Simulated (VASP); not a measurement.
# Se (R-3m) in VASP: further runs

Runs on Se. Level: PBE. Tasks: single point, relaxation of cell and atoms.

Program: VASP 6.6.1. These are calculated values, not measurements. Logs are shortened: lines on timing, memory, paths and dates and some standing lists are left out, and cuts for length are marked.

### 1 The cell of the first run

Symmetry: R-3m, No. 166, trigonal system. The conventional cell has a = 3.334 Å, b = 3.334 Å, c = 5.354 Å, α = 90.00°, β = 90.00°, γ = 120.00°. Se (site symmetry -3m) has 12 Se at 2.62 to 3.33 Å within 3.5 Å.

### 2 Single point, PBE

Contents of INCAR:

```
SYSTEM = Se
PREC = Accurate
ENCUT = 520
EDIFF = 1E-6
ISMEAR = -1
SIGMA = 0.1
LREAL = .False.
LASPH = .True.
NELM = 100
ALGO = Normal
ISIF = 2
LWAVE = .False.
LCHARG = .False.
GGA = PE
NBANDS = 13
```

Contents of KPOINTS:

```
regular mesh
0
Gamma
  13 13 13
  0 0 0
```

Contents of POSCAR:

```
Se
1.0
    1.6668661265     -0.9623656069      3.5691613650
    0.0000000000      1.9247312137      3.5691613650
   -1.6668661265     -0.9623656069      3.5691613650
Se
2
Direct
    0.2500000712      0.2500000712      0.2500000712
   -0.2500000712     -0.2500000712     -0.2500000712
```

Potentials or basis: VASP PAW PBE potentials, release 64 (Se).

Launch:

```
> cat potpaw_PBE.64/Se/POTCAR > POTCAR
> mpirun -np 1 vasp_std > vasp.out
```

OUTCAR:

```text
SYSTEM = Se
   PREC = Accurate
   ENCUT = 520
   EDIFF = 1E-6
   ISMEAR = -1
   LREAL = .False.
   LASPH = .True.
   NELM = 100
   ISIF = 2
   GGA = PE

 ion  position               nearest neighbor table
   1  0.250  0.250  0.250-   2 2.62   2 2.62   2 2.62   2 2.62   2 2.62   2 2.62
   2  0.750  0.750  0.750-   1 2.62   1 2.62   1 2.62   1 2.62   1 2.62   1 2.62

  LATTYP: Found a trigonal (rhomboedric) cell.
 ALAT       =     4.0550589508
 COS(alpha) =     0.6620619502

  Lattice vectors:

 A1 = (   1.6668661265,  -0.9623656069,   3.5691613650)
 A2 = (   0.0000000000,   1.9247312137,   3.5691613650)
 A3 = (  -1.6668661265,  -0.9623656069,   3.5691613650)

Analysis of symmetry for initial positions (statically):
=====================================================================
 Subroutine PRICEL returns following result:

  LATTYP: Found a trigonal (rhomboedric) cell.
 ALAT       =     2.6247521596
 COS(alpha) =     0.1934056465

  Lattice vectors:

 A1 = (   1.6668661265,   0.9623656069,   1.7845822072)
 A2 = (  -1.6668661265,   0.9623656068,   1.7845791578)
 A3 = (   0.0000000000,  -1.9247312138,   1.7845822072)

   2 primitive cells build up your supercell.

 Routine SETGRP: Setting up the symmetry group for a
 trigonal (rhombohedral) supercell.

 Subroutine GETGRP returns: Found 12 space group operations
 (whereof 12 operations were pure point group operations)
 out of a pool of 12 trial point group operations.

The static configuration has the point symmetry D_3d.

Analysis of symmetry for dynamics (positions and initial velocities):
=====================================================================
 Subroutine PRICEL returns following result:

  LATTYP: Found a trigonal (rhomboedric) cell.
 ALAT       =     2.6247521596
 COS(alpha) =     0.1934056465

  Lattice vectors:

 A1 = (   1.6668661265,   0.9623656069,   1.7845822072)
 A2 = (  -1.6668661265,   0.9623656068,   1.7845791578)
 A3 = (   0.0000000000,  -1.9247312138,   1.7845822072)

   2 primitive cells build up your supercell.

 Routine SETGRP: Setting up the symmetry group for a
 trigonal (rhombohedral) supercell.

 Subroutine GETGRP returns: Found 12 space group operations
 (whereof 12 operations were pure point group operations)
 out of a pool of 12 trial point group operations.

The dynamic configuration has the point symmetry D_3d.

 Subroutine INISYM returns: Found 12 space group operations
 (whereof 12 operations are pure point group operations),
 and found     2 'primitive' translations

----------------------------------------------------------------------------------------

                                     Primitive cell

  volume of cell :      17.1763

  direct lattice vectors                    reciprocal lattice vectors
     1.666866126  0.962365607  1.784582207     0.299963931  0.173184453  0.186785188
    -1.666866126  0.962365607  1.784579158    -0.299964272  0.173184453  0.186785188
     0.000000000 -1.924731214  1.784582207    -0.000000171 -0.346368611  0.186785188

  length of vectors
     2.624752160  2.624750086  2.624752160     0.393522453  0.393522714  0.393522453

  position of ions in fractional coordinates (direct lattice)
     0.500000000  0.500000000  0.500000000

  ion indices of the primitive-cell ions
   primitive index   ion index
                 1           1

----------------------------------------------------------------------------------------

 KPOINTS: regular mesh

Automatic generation of k-mesh.
 Grid dimensions read from file:
 generate k-points for:   13   13   13

 Generating k-lattice:

  Cartesian coordinates                     Fractional coordinates (reciprocal lattice)
     0.023074162 -0.013321873  0.007184048     0.076923077 -0.000000000  0.000000000
     0.000000000  0.026643747  0.007184048    -0.000000000  0.076923077 -0.000000000
    -0.023074162 -0.013321873  0.007184048     0.000000000 -0.000000000  0.076923077

  Length of vectors
     0.027595286  0.027595286  0.027595286

  Shift w.r.t. Gamma in fractional coordinates (k-lattice)
     0.000000000  0.000000000  0.000000000

 Subroutine IBZKPT returns following result:
 ===========================================

 Found    231 irreducible k-points:

 Following reciprocal coordinates:
            Coordinates               Weight
  0.000000  0.000000  0.000000      1.000000
  0.076923 -0.000000 -0.000000      6.000000
  0.153846 -0.000000  0.000000      6.000000
  0.230769 -0.000000  0.000000      6.000000
  0.307692 -0.000000  0.000000      6.000000
  0.384615  0.000000  0.000000      6.000000
[... 16 lines left out ...]
  0.384615  0.153846  0.000000     12.000000
  0.461538  0.153846  0.000000     12.000000
 [... further k-points ...]
   k-points           NKPTS =    231   k-points in BZ     NKDIM =    231   number of bands    NBANDS=     13
   number of dos      NEDOS =    301   number of ions     NIONS =      2
   total plane-waves  NPLWV =  27000
[... 68 lines left out ...]

 k-point     1 :       0.0000    0.0000    0.0000
  band No.  band energies     occupation
      1     -10.3788      2.00000
      2      -1.4494      2.00000
      3       1.3462      2.00000
      4       5.6914      2.00000
      5       5.6914      2.00000
      6      10.0977      0.00000
      7      10.0977      0.00000
      8      11.7783      0.00000
      9      12.2049      0.00000
     10      14.9821      0.00000
     11      14.9821      0.00000
     12      16.3736      0.00000
     13      16.3736      0.00000

 k-point     2 :       0.0769   -0.0000   -0.0000
  band No.  band energies     occupation
      1     -10.2804      2.00000
      2      -1.6059      2.00000
      3       1.4998      2.00000
      4       5.3603      2.00000
      5       5.6464      2.00000
      6       9.6725      0.00000
      7       9.7617      0.00000
      8      11.2246      0.00000
      9      12.6257      0.00000
     10      14.6012      0.00000
     11      15.2430      0.00000
     12      16.8851      0.00000
     13      17.1518      0.00000

 k-point     3 :       0.1538   -0.0000    0.0000
  band No.  band energies     occupation
      1      -9.9864      2.00000
      2      -2.0476      2.00000
      3       1.8770      2.00000
      4       4.6907      2.00000
      5       5.5391      2.00000
      6       8.6188      0.01316
      7       8.9895      0.00033
      8      10.1755      0.00000
      9      13.2238      0.00000
     10      14.5543      0.00000
     11      15.9971      0.00000
     12      18.1775      0.00000
     13      18.7760      0.00000

 k-point     4 :       0.2308   -0.0000    0.0000
  band No.  band energies     occupation
      1      -9.5012      2.00000
      2      -2.7498      2.00000
      3       2.2925      2.00000
      4       4.2260      2.00000
      5       5.4322      2.00000
      6       7.3350      1.99920
      7       8.1084      1.04321
      8       9.1035      0.00010
      9      13.1232      0.00000
     10      15.8917      0.00000
     11      17.1781      0.00000
     12      19.9022      0.00000
     13      20.0820      0.00000

 k-point     5 :       0.3077   -0.0000    0.0000
  band No.  band energies     occupation
      1      -8.8331      2.00000
      2      -3.6883      2.00000
      3       2.5795      2.00000
      4       4.3128      2.00000
      5       5.3900      2.00000
      6       6.0768      2.00000
      7       7.2852      1.99951
      8       8.0979      1.09574
      9      13.1817      0.00000
     10      17.7141      0.00000
     11      18.7146      0.00000
     12      19.1068      0.00000
     13      21.8483      0.00000
[... 257 lines left out ...]
 k-point    22 :       0.3077    0.1538    0.0000
  band No.  band energies     occupation
      1      -9.0617      2.00000
      2      -3.3531      2.00000
      3       1.8397      2.00000
      4       4.0101      2.00000
      5       4.5315      2.00000
      6       6.8140      2.00000
      7       8.7741      0.00280
      8      10.6515      0.00000
      9      13.3290      0.00000
     10      15.6615      0.00000
     11      18.8096      0.00000
     12      19.5666      0.00000
     13      20.2620      0.00000

 k-point    23 :       0.3846    0.1538    0.0000
  band No.  band energies     occupation
      1      -8.3715      2.00000
      2      -4.0920      2.00000
      3       1.7528      2.00000
      4       3.6707      2.00000
      5       3.7319      2.00000
      6       7.5715      1.99149
      7       7.6084      1.98772
      8       9.7894      0.00000
      9      14.5038      0.00000
     10      16.1309      0.00000
     11      18.2992      0.00000
     12      20.8756      0.00000
     13      21.3880      0.00000

 k-point    24 :       0.4615    0.1538    0.0000
  band No.  band energies     occupation
      1      -7.5233      2.00000
      2      -5.0103      2.00000
      3       1.8923      2.00000
      4       3.0026      2.00000
      5       3.6870      2.00000
      6       6.5383      2.00000
      7       8.4066      0.10479
      8       8.8131      0.00190
      9      15.6942      0.00000
     10      16.6811      0.00000
     11      17.2717      0.00000
     12      22.8546      0.00000
     13      23.0441      0.00000

 [... further k-points ...]
[... 5 lines left out ...]
  --------------------------------------------------------------------------------------
  -------------------------------------------------------------------------------------
  Total        6.2559175      6.2559175      6.2839205     -0.0000000     -0.0000000     -0.0000000
  in kB      291.7718221    291.7718221    293.0778639     -0.0000000     -0.0000000     -0.0000000
  external PRESSURE =     292.2071693 kB  Pullay stress =       0.0000000 kB

 VOLUME and BASIS-vectors are now :
 -----------------------------------------------------------------------------
  energy-cutoff  :      520.00
  volume of cell :       34.35
      direct lattice vectors                 reciprocal lattice vectors
     1.666866126 -0.962365607  3.569161365     0.299964102 -0.173184355  0.093392621
     0.000000000  1.924731214  3.569161365     0.000000000  0.346368710  0.093392621
    -1.666866126 -0.962365607  3.569161365    -0.299964102 -0.173184355  0.093392621

 POSITION                                       TOTAL-FORCE (eV/Angst)
 -----------------------------------------------------------------------------------
      0.00000     -0.00000      2.67687         0.000000      0.000000      0.000000
      0.00000     -0.00000      8.03061         0.000000      0.000000     -0.000000
 -----------------------------------------------------------------------------------
    total drift:                                0.000000      0.000000     -0.000000

  FREE ENERGIE OF THE ION-ELECTRON SYSTEM (eV)
  ---------------------------------------------------
  free  energy   TOTEN  =        -5.8080536528 eV

  energy  without entropy=       -5.7816983328  energy(sigma->0) =       -5.79487599
```

Wall time 46 s (1 thread of Intel Xeon 6975P-C (Granite Rapids), shared host); peak memory 0.23 GiB.

Results:

```yaml
Free_energy: -5.8081 eV
Pressure: 29.2 GPa
Band_gap_on_the_k_mesh: zero (band 6 reaches 10.92 eV, above the bottom of band 7 at 5.36 eV)
```

### 3 Single point, PBE

Contents of INCAR:

```
SYSTEM = Se
ALGO = Normal
EDIFF = 1E-7
ENCUT = 520
GGA = PE
ISIF = 2
ISMEAR = -1
LASPH = .True.
LCHARG = .False.
LREAL = .False.
LWAVE = .False.
NBANDS = 13
NELM = 80
PREC = Accurate
SIGMA = 0.1
```

Contents of KPOINTS:

```
k-points
0
Gamma
  13 13 13
  0 0 0
```

Contents of POSCAR:

```
Se
1.0
    1.6668661265     -0.9623656068      3.5691613650
    0.0000000000      1.9247312136      3.5691613650
   -1.6668661265     -0.9623656068      3.5691613650
Se
2
Direct
    0.2500000000      0.2500000000      0.2500000000
   -0.2500000000     -0.2500000000     -0.2500000000
```

Potentials or basis: VASP PAW PBE potentials, release 64 (Se).

Launch:

```
> cat potpaw_PBE.64/Se/POTCAR > POTCAR
> mpirun -np 1 vasp_std > vasp.out
```

It took 48 s on 1 thread of Intel Xeon 6975P-C (Granite Rapids), shared host; peak memory 0.22 GiB.

It converged, with:

```yaml
Free_energy: -5.8081 eV
Pressure: 29.2 GPa
Band_gap_on_the_k_mesh: zero (band 6 reaches 10.92 eV, above the bottom of band 7 at 5.36 eV)
```

Stress tensor (GPa, compression positive):
```
29.18  0.00  0.00
 0.00 29.18  0.00
 0.00  0.00 29.31
```

Levels at points of the mesh, in eV from the Fermi level:
| k point | band 3 | band 4 | band 5 | band 6 | band 7 | band 8 | band 9 | band 10 |
| --- | --- | --- | --- | --- | --- | --- | --- | --- |
| (0.00, 0.00, 0.00) | -6.77 | -2.43 | -2.43 | 1.98 | 1.98 | 3.66 | 4.09 | 6.87 |

### 4 Relaxation of cell and atoms, PBE, target pressure 29 GPa, at which the enthalpy is minimised

This run uses another cell than the first one, of 17.05 Å³/atom, 0.993 times its volume.

Contents of INCAR:

```
SYSTEM = Se
PREC = Accurate ; ENCUT = 600
EDIFF = 1E-6 ; ISMEAR = -1
SIGMA = 0.1 ; LREAL = .False.
LASPH = .True. ; NELM = 60
ALGO = Normal ; ISIF = 3
LWAVE = .False. ; LCHARG = .False.
GGA = PE ; IBRION = 2
NSW = 60 ; EDIFFG = -0.005
PSTRESS = 290.0
```

Contents of KPOINTS:

```
regular mesh
0
Gamma
  13 13 13
  0 0 0
```

Contents of POSCAR:

```
Se
1.0
    1.7727700351     -1.0235092570      3.1318937287
    0.0000000000      2.0470185139      3.1318937287
   -1.7727700351     -1.0235092570      3.1318937287
Se
2
Direct
    0.2320000000      0.2320000000      0.2320000000
   -0.2320000000     -0.2320000000     -0.2320000000
```

Launch:

```
> cat potpaw_PBE.64/Se/POTCAR > POTCAR
> mpirun -np 1 vasp_std > vasp.out
```

Wall time 26 min (1 thread of Oxide Virtual Turin-like, shared host); peak memory 0.22 GiB.

The run converged. Its results:

```
Free energy                                            : -5.8161 eV
Relaxed volume                                         : 17.20 Å³/atom
Relaxed cell                                           : a = 4.057 Å, b = 4.057 Å, c = 4.057 Å, α = 48.55°, β = 48.55°, γ = 48.55°
Space group after relaxing (to 0.05 Å)                 : R-3m (No. 166)
Energy change on relaxing (the enthalpy is what falls) : -517.7 meV/atom
Ionic steps                                            : 26
Pressure after relaxing                                : 29.0 GPa
Band gap on the k mesh                                 : zero (band 6 reaches 10.90 eV, above the bottom of band 7 at 5.34 eV)
```

The path:
```csv
step,energy change (eV),largest force (eV/Å),pressure (GPa),volume (Å³)
1,0.0000,4.6649,46.27,34.10
2,-1.8376,0.7610,2.97,43.95
3,-1.5133,1.2796,17.27,38.54
4,-1.4738,1.4155,18.26,38.32
5,-0.8238,1.2124,38.26,34.15
6,-1.1959,0.0349,28.76,35.72
7,-1.1867,0.0012,29.02,35.66
8,-1.1865,0.0115,29.02,35.66
9,-1.1858,0.0434,28.98,35.64
10,-1.1847,0.1105,28.85,35.60
11,-1.1793,0.2512,28.43,35.46
12,-1.1315,0.5271,27.52,35.02
13,-1.0969,0.5946,27.31,34.82
14,-1.1138,0.5670,27.40,34.91
15,-1.1133,0.5662,27.39,34.91
16,-1.1116,0.5634,27.35,34.90
17,-1.1080,0.5576,27.26,34.88
18,-1.1001,0.5457,27.09,34.83
19,-1.0976,0.5345,27.16,34.81
20,-1.0899,0.5018,27.40,34.76
21,-1.0742,0.4354,27.89,34.65
22,-1.0409,0.2991,28.90,34.44
23,-0.9665,0.0111,31.05,34.03
24,-0.9993,0.1356,30.11,34.20
25,-1.0100,0.0963,29.79,34.26
26,-1.0355,0.0015,28.99,34.40
```

Final structure:
```
CELL_PARAMETERS angstrom
1.66762 -0.96280 3.57046
0.00000 1.92560 3.57046
-1.66762 -0.96280 3.57046
ATOMIC_POSITIONS crystal
Se 0.25000 0.25000 0.25000
Se 0.75000 0.75000 0.75000
```

Levels at points of the mesh, in eV from the Fermi level:
| k point | band 3 | band 4 | band 5 | band 6 | band 7 | band 8 | band 9 | band 10 |
| --- | --- | --- | --- | --- | --- | --- | --- | --- |
| (0.00, 0.00, 0.00) | -6.76 | -2.42 | -2.42 | 1.98 | 1.98 | 3.66 | 4.09 | 6.87 |

Caveat: the cell is relaxed towards a set pressure, so the enthalpy falls and the energy may rise.

### 5 Relaxation of cell and atoms, PBE, target pressure 29 GPa, at which the enthalpy is minimised

Contents of INCAR:

```
SYSTEM = Se
PREC = Accurate
ENCUT = 600
EDIFF = 1E-6
ISMEAR = -1
SIGMA = 0.1
LREAL = .FALSE.
LASPH = .TRUE.
NELM = 100
ALGO = Normal
ISIF = 3
LWAVE = .FALSE.
LCHARG = .FALSE.
GGA = PE
IBRION = 2
NSW = 32
EDIFFG = -0.005
PSTRESS = 290.0
```

Contents of KPOINTS:

```
Automatic mesh
0
G
  13 13 13
  0 0 0
```

Contents of POSCAR:

```
Se
1.0
    1.6668661265     -0.9623656068      3.5691613650
    0.0000000000      1.9247312136      3.5691613650
   -1.6668661265     -0.9623656068      3.5691613650
Se
2
Direct
    0.2500000712      0.2500000712      0.2500000712
   -0.2500000712     -0.2500000712     -0.2500000712
```

Launch:

```
> cat potpaw_PBE.64/Se/POTCAR > POTCAR
> mpirun -np 1 vasp_std > vasp.out
```

It took 3.3 min on 1 thread of Oxide Virtual Turin-like, shared host; peak memory 0.21 GiB.

The run converged. Its results:

* Free energy: -5.8150 eV
* Relaxed volume: 17.19 Å³/atom
* Relaxed cell: a = 4.057 Å, b = 4.057 Å, c = 4.057 Å, α = 48.53°, β = 48.53°, γ = 48.53°
* Space group after relaxing (to 0.05 Å): R-3m (No. 166)
* Energy change on relaxing (the enthalpy is what falls): -3.4 meV/atom
* Ionic steps: 3
* Pressure after relaxing: 29.0 GPa
* Band gap on the k mesh: zero (band 6 reaches 10.90 eV, above the bottom of band 7 at 5.34 eV)

The path:
| step | energy change (eV) | largest force (eV/Å) | pressure (GPa) | volume (Å³) |
| --- | --- | --- | --- | --- |
| 1 | 0.0000 | 0.0000 | 29.22 | 34.35 |
| 2 | -0.0210 | 0.0000 | 28.58 | 34.47 |
| 3 | -0.0068 | 0.0000 | 29.00 | 34.39 |

Final structure:
```
CELL_PARAMETERS angstrom
1.66735 -0.96264 3.57096
0.00000 1.92529 3.57096
-1.66735 -0.96264 3.57096
ATOMIC_POSITIONS crystal
Se 0.25000 0.25000 0.25000
Se 0.75000 0.75000 0.75000
```

Levels at points of the mesh, in eV from the Fermi level:
```
           k point  band 4  band 5  band 6  band 7  band 8  band 9
(0.00, 0.00, 0.00)   -2.42   -2.42    1.98    1.98    3.66    4.09
```

Caveat: the cell is relaxed towards a set pressure, so the enthalpy falls and the energy may rise.

### 6 Overview

```csv
task,cell,cutoff (eV),gap on the mesh (eV),pressure (GPa)
single point,"a = 4.055 Å, angles 48.5°, 2 atoms",520,none,29.2
relaxation of cell and atoms,"relaxed to 29 GPa from a = 3.742 Å, angles 56.6°, 2 atoms",600,none,29.0
relaxation of cell and atoms,"relaxed to 29 GPa from a = 4.055 Å, angles 48.5°, 2 atoms",600,none,29.0
```

Alike in all rows: level PBE; potentials or basis VASP PAW PBE potentials, release 64 (Se); no spin polarisation; k mesh 13 × 13 × 13; smearing fermi-dirac 0.1 eV.

Caveats: the cell is relaxed towards a set pressure, so the enthalpy falls and the energy may rise (some runs).

Total energies depend on the potentials used, so only differences within one code and one set of settings carry meaning.
